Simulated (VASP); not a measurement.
Here is a VASP 6.6.1 calculation.

File INCAR:

```
SYSTEM = CuO
  PREC = Accurate
  ENCUT = 520
  EDIFF = 1E-6
  ISMEAR = -1
  SIGMA = 0.05
  LREAL = .False.
  LASPH = .True.
  NELM = 150
  ALGO = Normal
  ISIF = 2
  LWAVE = .False.
  LCHARG = .False.
  LMAXMIX = 4
  LDAU = .True.
  LDAUTYPE = 2
  LDAUL = 2 -1
  LDAUU = 5.3 0
  LDAUJ = 0 0
  LDAUPRINT = 1
  GGA = PE
  NBANDS = 16
```

KPOINTS

```
regular mesh
0
Gamma
  11 11 11
  0 0 0
```

POSCAR

```
CuO
1.0
    0.0000000000      2.1165600000      2.1165600000
    2.1165600000      0.0000000000      2.1165600000
    2.1165600000      2.1165600000      0.0000000000
Cu O
1 1
Direct
    0.0294977200      0.0281008700      0.9080259900
    0.4705022800      0.4718991300      0.5919740100
```

Potentials or basis: VASP PAW PBE potentials, release 64 (Cu, O).

Command:

```bash
$ cat potpaw_PBE.64/Cu/POTCAR potpaw_PBE.64/O/POTCAR > POTCAR
$ mpirun -np 1 vasp_std > vasp.out
```

**Question.** What does it give for the largest force?

**Answer.** 0.944 eV/Å.

**Question.** What does it give for the pressure?

**Answer.** 13.4 GPa.

Eigenvalues of the final occupation matrices:
| site | spin | trace | eigenvalues |
| --- | --- | --- | --- |
| site 1 d | 1 | 4.67 | 0.88 0.89 0.97 0.97 0.97 |
| site 1 d | 2 | 4.67 | 0.88 0.89 0.97 0.97 0.97 |

Caveat: an odd number of electrons without spin polarisation forces a metal; a magnetic or distorted state may lie lower; U without spin polarisation on a metal has little footing.
